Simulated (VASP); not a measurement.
## Cu3H: single point with r2SCAN

The system is Cu3H, a slab with vacuum.

```
Cu H
1.0
     2.53050    0.00000    0.00000
    -1.26525    2.19148    0.00000
     0.00000    0.00000   23.12986
Cu H
3 1
Direct
  0.33333 0.66667 0.36749
  0.66667 0.33333 0.45727
  0.33333 0.66667 0.54964
  0.00000 0.00000 0.58625
```

```
Program                : VASP 6.6.1
Task                   : single point
Functional             : r2SCAN
Potentials or basis    : VASP PAW PBE potentials, release 64 (Cu, H)
Cutoff                 : 520 eV
k mesh                 : 12 × 12 × 1
Occupations            : gaussian, width 0.1 eV
Spin                   : no spin polarisation
Dipole correction      : yes
Further INCAR settings : ALGO = Normal; EDIFF = 1e-06; NBANDS = 25
```

- Largest force: 0.023 eV/Å
- Band gap on the k mesh: zero (bands 17 and 18 overlap by 5.71 eV)

Forces on the atoms (eV/Å):
```
Cu   0.000  0.000 -0.023
Cu   0.000  0.000  0.001
Cu   0.000  0.000  0.023
H    0.000  0.000 -0.001
```

Levels at points of the mesh, in eV from the Fermi level:
```tsv
k point	band 13	band 14	band 15	band 16	band 17	band 18	band 19	band 20	band 21	band 22
(0.00, 0.00, 0.00)	-2.75	-2.75	-2.35	-2.35	-1.98	-1.98	-0.92	4.28	4.83	5.13
(0.50, 0.00, 0.00)	-2.06	-1.87	-1.66	-1.48	0.10	1.34	3.02	5.32	6.27	7.88
```

It took 4 min on 1 thread of Intel(R) Xeon(R) 6975P-C (Granite Rapids) (shared host), peak memory 0.3 GiB.

Caveat: the PAW data sets were made with another functional, which shifts forces and pressure a little.
